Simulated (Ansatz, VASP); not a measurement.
**Si7Ge: VASP beside Ansatz**

```xyz
8
Lattice="5.4592 0.0000 0.0000 0.0000 5.4592 0.0000 0.0000 0.0000 5.4592" Properties=species:S:1:pos:R:3 pbc="T T T"
Si    1.5287    1.5287    1.5287
Si   -0.2194    2.6896    2.6896
Si    2.6896    2.6896   -0.2194
Si    2.6896   -0.2194    2.6896
Si    4.0431    1.1550    4.0431
Si    4.0431    4.0431    1.1550
Si    1.1550    4.0431    4.0431
Ge    0.1732    0.1732    0.1732
```

Change from the starting cell: mode 4 (110.9 1/cm) frozen in, largest displacement +0.300 Å.

Alike in both runs: task single point; functional PBEsol; k mesh 6 × 6 × 6; occupations gaussian, width 0.03 eV; no spin polarisation.

|  | VASP | Ansatz |
| --- | --- | --- |
| version | VASP 6.6.1 | Ansatz 0.2.0 |
| potentials or method | VASP PAW PBE potentials, release 64 (Si, Ge_d), cutoff 520 eV | scalar-relativistic, plane waves, PAW |
| valence electrons in the cell | 42 | 42 |

VASP gave:

```
gap on the k mesh at the Fermi level (eV)                     : 0.20
least direct gap on the mesh (eV)                             : 0.28
pressure (GPa)                                                : -1.8
traceless stress, the component that is largest in VASP (GPa) : 0.54
rms of the force components (eV/Å)                            : 0.393
```

Problem. What did Ansatz give for the same quantities?

Solution. gap on the k mesh at the Fermi level (eV): 0.20; least direct gap on the mesh (eV): 0.29; pressure (GPa): -1.8; traceless stress, the component that is largest in VASP (GPa): 0.55; rms of the force components (eV/Å): 0.394.

VASP's potentials were made for PBE, not for PBEsol. Atom by atom the forces differ by 0.003 eV/Å (rms over components).
